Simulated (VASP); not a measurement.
# ZrO2 (Cubic zirconia) (Fm-3m) in VASP: single point with LDA

Aim: the single point of ZrO2 (Cubic zirconia) with LDA.

Program: VASP 6.6.1. These are calculated values, not measurements. Logs are shortened: lines on timing, memory, paths and dates and some standing lists are left out, and cuts for length are marked.

## Step 1: The cell of the first run

The structure is cubic, space group Fm-3m (No. 225). Conventional cell: a = 5.070 Å, b = 5.070 Å, c = 5.070 Å, α = 90.00°, β = 90.00°, γ = 90.00°. Within 2.9 Å of Zr (site symmetry m-3m) lie 8 O at 2.20 Å. O (site symmetry -43m) has 4 Zr at 2.20 Å and 6 O at 2.54 Å within 2.9 Å.

## Step 2: Single point, LDA

File INCAR:

```
PREC = Accurate
ENCUT = 600
EDIFF = 1E-6
ISMEAR = 0
SIGMA = 0.01
LREAL = False
LASPH = True
NELM = 120
ALGO = Normal
ISIF = 2
LWAVE = False
LCHARG = False
GGA = CA
NBANDS = 19
GGA_COMPAT = False
```

File KPOINTS:

```
Automatic mesh
0
Gamma
  4 4 4
```

File POSCAR:

```
ZrO2
1.0
    0.0000000000      2.5350000000      2.5350000000
    2.5350000000      0.0000000000      2.5350000000
    2.5350000000      2.5350000000      0.0000000000
Zr O
1 2
Direct
    0.0000000000      0.0000000000      0.0000000000
    0.2500000000      0.2500000000      0.2500000000
    0.7500000000      0.7500000000      0.7500000000
```

Potentials or basis: VASP PAW LDA potentials, release 64 (Zr_sv, O).

On the command line:

```bash
$ cat potpaw_LDA.64/Zr_sv/POTCAR potpaw_LDA.64/O/POTCAR > POTCAR
$ mpirun -np 1 vasp_std > vasp.out
```

OUTCAR:

```text
PREC = Accurate
   ENCUT = 600
   EDIFF = 1E-6
   ISMEAR = 0
   LREAL = False
   LASPH = True
   NELM = 120
   ISIF = 2
   GGA = CA

 ion  position               nearest neighbor table
   1  0.000  0.000  0.000-   3 2.20   3 2.20   3 2.20   2 2.20   3 2.20   2 2.20   2 2.20   2 2.20

   2  0.250  0.250  0.250-   1 2.20   1 2.20   1 2.20   1 2.20
   3  0.750  0.750  0.750-   1 2.20   1 2.20   1 2.20   1 2.20

  LATTYP: Found a face centered cubic cell.
 ALAT       =     5.0700000000

  Lattice vectors:

 A1 = (   0.0000000000,   2.5350000000,   2.5350000000)
 A2 = (   2.5350000000,   0.0000000000,   2.5350000000)
 A3 = (   2.5350000000,   2.5350000000,   0.0000000000)

Analysis of symmetry for initial positions (statically):
=====================================================================
 Subroutine PRICEL returns:
 Original cell was already a primitive cell.

 Routine SETGRP: Setting up the symmetry group for a
 face centered cubic supercell.

 Subroutine GETGRP returns: Found 48 space group operations
 (whereof 48 operations were pure point group operations)
 out of a pool of 48 trial point group operations.

The static configuration has the point symmetry O_h .

Analysis of symmetry for dynamics (positions and initial velocities):
=====================================================================
 Subroutine PRICEL returns:
 Original cell was already a primitive cell.

 Routine SETGRP: Setting up the symmetry group for a
 face centered cubic supercell.

 Subroutine GETGRP returns: Found 48 space group operations
 (whereof 48 operations were pure point group operations)
 out of a pool of 48 trial point group operations.

The dynamic configuration has the point symmetry O_h .

 Subroutine INISYM returns: Found 48 space group operations
 (whereof 48 operations are pure point group operations),
 and found     1 'primitive' translations

----------------------------------------------------------------------------------------

                                     Primitive cell

  volume of cell :      32.5810

  direct lattice vectors                    reciprocal lattice vectors
     0.000000000  2.535000000  2.535000000    -0.197238659  0.197238659  0.197238659
     2.535000000  0.000000000  2.535000000     0.197238659 -0.197238659  0.197238659
     2.535000000  2.535000000  0.000000000     0.197238659  0.197238659 -0.197238659

  length of vectors
     3.585031381  3.585031381  3.585031381     0.341627378  0.341627378  0.341627378

  position of ions in fractional coordinates (direct lattice)
     0.000000000  0.000000000  0.000000000
     0.250000000  0.250000000  0.250000000
     0.750000000  0.750000000  0.750000000

  ion indices of the primitive-cell ions
   primitive index   ion index
                 1           1
                 2           2
                 3           3

----------------------------------------------------------------------------------------

 KPOINTS: Automatic mesh

Automatic generation of k-mesh.
 Grid dimensions read from file:
 generate k-points for:    4    4    4

 Generating k-lattice:

  Cartesian coordinates                     Fractional coordinates (reciprocal lattice)
    -0.049309665  0.049309665  0.049309665     0.250000000  0.000000000  0.000000000
     0.049309665 -0.049309665  0.049309665     0.000000000  0.250000000  0.000000000
     0.049309665  0.049309665 -0.049309665     0.000000000  0.000000000  0.250000000

  Length of vectors
     0.085406845  0.085406845  0.085406845

  Shift w.r.t. Gamma in fractional coordinates (k-lattice)
     0.000000000  0.000000000  0.000000000

 Subroutine IBZKPT returns following result:
 ===========================================

 Found      8 irreducible k-points:

 Following reciprocal coordinates:
            Coordinates               Weight
  0.000000  0.000000  0.000000      1.000000
  0.250000  0.000000  0.000000      8.000000
  0.500000  0.000000  0.000000      4.000000
  0.250000  0.250000  0.000000      6.000000
  0.500000  0.250000  0.000000     24.000000
 -0.250000  0.250000  0.000000     12.000000
  0.500000  0.500000  0.000000      3.000000
 -0.250000  0.500000  0.250000      6.000000
   k-points           NKPTS =      8   k-points in BZ     NKDIM =      8   number of bands    NBANDS=     19
   number of dos      NEDOS =    301   number of ions     NIONS =      3
   total plane-waves  NPLWV =  27000
   dimension x,y,z NGX =    30 NGY =   30 NGZ =   30
   dimension x,y,z NGXF=    60 NGYF=   60 NGZF=   60
   ions per type =               1   2
   NGX,Y,Z   is equivalent  to a cutoff of  13.91, 13.91, 13.91 a.u.
   NGXF,Y,Z  is equivalent  to a cutoff of  27.82, 27.82, 27.82 a.u.
 SYSTEM =  unknown system
   PREC   = accura    normal or accurate (medium, high low for compatibility)
   ISTART =      0    job   : 0-new  1-cont  2-samecut
   ICHARG =      2    charge: 1-file 2-atom 10-const
   ISPIN  =      1    spin polarized calculation?
   LNONCOLLINEAR =      F non collinear calculations
   LSORBIT =      F    spin-orbit coupling
   LASPH  =      T    aspherical Exc in radial PAW
   ENCUT  =  600.0 eV  44.10 Ry    6.64 a.u.   7.16  7.16  7.16*2*pi/ulx,y,z
   NELM   =    120;   NELMIN=  2; NELMDL= -5     # of ELM steps
   EDIFF  = 0.1E-05   stopping-criterion for ELM
   LREAL  =      F    real-space projection
   EDIFFG = 0.1E-04   stopping-criterion for IOM
   NSW    =      0    number of steps for IOM
   IBRION =     -1    ionic relax: 0-MD 1-quasi-New 2-CG
   NFREE  =      0    steps in history (QN), initial steepest desc. (CG)
   ISIF   =      2    stress and relaxation
   ISYM   =      2    0-nonsym 1-usesym 2-fastsym
   POTIM  = 0.5000    time-step for ionic-motion
   TEBEG  =    0.0;   TEEND  =   0.0 temperature during run
   PSTRESS=    0.0 pullay stress
   NELECT =      24.0000    total number of electrons
   NUPDOWN=      -1.0000    fix difference up-down
   EMIN   =  10.00;   EMAX   =-10.00  energy-range for DOS
   EFERMI =   0.00;   METHOD = LEGACY
   ISMEAR =     0;   SIGMA  =   0.01  broadening in eV -4-tet -1-fermi 0-gaus
   EFERMI_NEDOS =   21; number of points for ismear=-14 and -15
   IALGO  =     38    algorithm
   IMIX   =      4    mixing-type and parameters
     AMIX     =   0.40;   BMIX     =  1.00
     AMIX_MAG =   1.60;   BMIX_MAG =  1.00
  volume/ion in A,a.u.               =      10.86        73.29
  Fermi-wavevector in a.u.,A,eV,Ry     =   1.478509  2.793977 29.742181  2.185989
  Thomas-Fermi vector in A             =   2.592781
   LORBIT       =      0    0 simple, 1 ext, 2 COOP (PROOUT), +10 PAW based schemes
   GGA     = CA    functional components
   LHFCALC =     F    Hartree Fock is set to
   AEXX    =    0.0000 exact exchange contribution
   IVDW    =     0    specifies the selected vdW correction
   LEPSILON=     F    determine dielectric tensor
   LRPA    =     F    only Hartree local field effects (RPA)
 non-spin polarized calculation
 Gauss-broadening in eV      SIGMA  =   0.01
  energy-cutoff  :      600.00
  volume of cell :       32.58
 maximum number of plane-waves:      1106
 NGX is ok and might be reduce to    30
   NGX = 15   NGY = 15   NGZ = 15

 number of electron      23.9999996 magnetization

 Free energy of the ion-electron system (eV)
  ---------------------------------------------------
  ext. energy  EPLUGINS =         0.00000000
  ---------------------------------------------------
  free energy    TOTEN  =       -31.35971015 eV

  energy without entropy =      -31.35971015  energy(sigma->0) =      -31.35971015

 E-fermi :   7.2880     XC(G=0): -12.3384

 val. band max:        7.0750912242   @ k =   0.5000   0.5000   0.0000
 cond. band min:      10.3379110546   @ k =   0.0000   0.0000   0.0000
 fundamental gap:      3.2628198304
 Fermi energy:         7.2880331040

 k-point     1 :       0.0000    0.0000    0.0000
  band No.  band energies     occupation
      1     -40.6053      2.00000
      2     -18.5936      2.00000
      3     -18.5936      2.00000
      4     -18.5936      2.00000
      5     -10.9067      2.00000
      6      -8.1918      2.00000
      7       1.7200      2.00000
      8       1.7200      2.00000
      9       1.7200      2.00000
     10       6.5300      2.00000
     11       6.5300      2.00000
     12       6.5300      2.00000
     13      10.3379      0.00000
     14      10.3379      0.00000
     15      13.5506      0.00000
     16      16.6114      0.00000
     17      16.6114      0.00000
     18      16.6114      0.00000
     19      21.2374      0.00000

 k-point     2 :       0.2500    0.0000    0.0000
  band No.  band energies     occupation
      1     -40.5792      2.00000
      2     -18.9874      2.00000
      3     -18.6322      2.00000
      4     -18.6322      2.00000
      5     -10.1814      2.00000
      6      -8.6601      2.00000
      7       2.2495      2.00000
      8       2.2495      2.00000
      9       3.1783      2.00000
     10       5.4165      2.00000
     11       5.7314      2.00000
     12       5.7314      2.00000
     13      11.0786      0.00000
     14      11.0786      0.00000
     15      13.8822      0.00000
     16      15.9279      0.00000
     17      15.9279      0.00000
     18      16.1552      0.00000
     19      20.2989      0.00000

 k-point     3 :       0.5000    0.0000    0.0000
  band No.  band energies     occupation
      1     -40.5530      2.00000
      2     -19.3330      2.00000
      3     -18.6701      2.00000
      4     -18.6701      2.00000
      5      -9.9023      2.00000
      6      -8.5541      2.00000
      7       2.7427      2.00000
      8       2.7427      2.00000
      9       4.4846      2.00000
     10       4.5647      2.00000
     11       5.4086      2.00000
     12       5.4086      2.00000
     13      11.0146      0.00000
     14      11.0146      0.00000
     15      13.3040      0.00000
     16      15.6693      0.00000
     17      15.6693      0.00000
     18      15.8612      0.00000
     19      21.0201      0.00000

 k-point     4 :       0.2500    0.2500    0.0000
  band No.  band energies     occupation
      1     -40.5706      2.00000
      2     -19.0243      2.00000
      3     -18.6901      2.00000
      4     -18.6901      2.00000
      5      -9.8203      2.00000
      6      -8.9142      2.00000
      7       2.4695      2.00000
      8       2.4695      2.00000
      9       3.2239      2.00000
     10       3.9949      2.00000
     11       6.5002      2.00000
     12       6.5002      2.00000
     13      10.9876      0.00000
     14      11.2152      0.00000
     15      15.0900      0.00000
     16      15.0900      0.00000
     17      15.3702      0.00000
     18      15.5662      0.00000
     19      21.5005      0.00000

 k-point     5 :       0.5000    0.2500    0.0000
  band No.  band energies     occupation
      1     -40.5445      2.00000
      2     -19.2379      2.00000
      3     -18.8721      2.00000
      4     -18.7280      2.00000
      5      -9.3895      2.00000
      6      -8.8979      2.00000
      7       2.0669      2.00000
      8       3.2756      2.00000
      9       3.3272      2.00000
     10       5.4771      2.00000
     11       5.8446      2.00000
     12       5.9057      2.00000
     13      11.1770      0.00000
     14      11.4497      0.00000
     15      13.4749      0.00000
     16      14.4069      0.00000
     17      14.9465      0.00000
     18      17.8496      0.00000
     19      21.5829      0.00000

 k-point     6 :      -0.2500    0.2500    0.0000
  band No.  band energies     occupation
      1     -40.5531      2.00000
      2     -19.1295      2.00000
      3     -18.9003      2.00000
      4     -18.6707      2.00000
      5      -9.4639      2.00000
      6      -8.9779      2.00000
      7       2.2378      2.00000
      8       3.3579      2.00000
      9       3.8709      2.00000
     10       4.3898      2.00000
     11       5.0566      2.00000
     12       6.4747      2.00000
     13      10.8066      0.00000
     14      11.7416      0.00000
     15      13.8422      0.00000
     16      14.1701      0.00000
     17      15.4523      0.00000
     18      17.6091      0.00000
     19      21.3853      0.00000

 k-point     7 :       0.5000    0.5000    0.0000
  band No.  band energies     occupation
      1     -40.5358      2.00000
      2     -19.3881      2.00000
      3     -18.7850      2.00000
      4     -18.7850      2.00000
      5      -9.4946      2.00000
      6      -8.6387      2.00000
      7       0.9740      2.00000
      8       3.8796      2.00000
      9       3.8796      2.00000
     10       5.5365      2.00000
     11       5.5365      2.00000
     12       7.0751      2.00000
     13      10.7706      0.00000
     14      11.7910      0.00000
     15      13.0457      0.00000
     16      14.4577      0.00000
     17      14.4577      0.00000
     18      20.4798      0.00000
     19      20.6487      0.00000

 k-point     8 :      -0.2500    0.5000    0.2500
  band No.  band energies     occupation
      1     -40.5358      2.00000
      2     -19.1003      2.00000
      3     -19.1003      2.00000
      4     -18.7896      2.00000
      5      -9.0483      2.00000
      6      -9.0483      2.00000
      7       2.1946      2.00000
      8       2.3036      2.00000
      9       4.6542      2.00000
     10       4.6542      2.00000
     11       5.6724      2.00000
     12       6.8684      2.00000
     13      11.4608      0.00000
     14      11.6209      0.00000
     15      13.4809      0.00000
     16      13.4809      0.00000
     17      14.6044      0.00000
     18      19.2678      0.00000
     19      22.9207      0.00000

------------------------ aborting loop because EDIFF is reached ----------------------------------------

  FORCE on cell =-STRESS in cart. coord.  units (eV):
  Direction    XX          YY          ZZ          XY          YZ          ZX
  --------------------------------------------------------------------------------------
  -------------------------------------------------------------------------------------
  Total       -1.2509806     -1.2509806     -1.2509806      0.0000000      0.0000000     -0.0000000
  in kB      -61.5172982    -61.5172982    -61.5172982      0.0000000      0.0000000     -0.0000000
  external PRESSURE =     -61.5172982 kB  Pullay stress =       0.0000000 kB

 VOLUME and BASIS-vectors are now :
 -----------------------------------------------------------------------------
  energy-cutoff  :      600.00
  volume of cell :       32.58
      direct lattice vectors                 reciprocal lattice vectors
     0.000000000  2.535000000  2.535000000    -0.197238659  0.197238659  0.197238659
     2.535000000  0.000000000  2.535000000     0.197238659 -0.197238659  0.197238659
     2.535000000  2.535000000  0.000000000     0.197238659  0.197238659 -0.197238659

 POSITION                                       TOTAL-FORCE (eV/Angst)
 -----------------------------------------------------------------------------------
      0.00000      0.00000      0.00000         0.000000      0.000000      0.000000
      1.26750      1.26750      1.26750        -0.000000     -0.000000     -0.000000
      3.80250      3.80250      3.80250         0.000000      0.000000      0.000000
 -----------------------------------------------------------------------------------
    total drift:                                0.000000     -0.000000      0.000000

  FREE ENERGIE OF THE ION-ELECTRON SYSTEM (eV)
  ---------------------------------------------------
  free  energy   TOTEN  =       -31.3597101485 eV

  energy  without entropy=      -31.3597101485  energy(sigma->0) =      -31.35971015
```

Run time: 8 s. Hardware: 1 thread of Intel Xeon Platinum 8259CL at 2.50GHz (Skylake/Cascade Lake), shared host; peak memory 0.14 GiB.

Results:

| Item | Value |
| --- | --- |
| Free energy | -31.3597 eV |
| Pressure | -6.2 GPa |
| Band gap on the k mesh | 3.26 eV, indirect (least direct gap 3.70 eV) |

Caveat: the k points lie up to 0.54 Å⁻¹ apart.
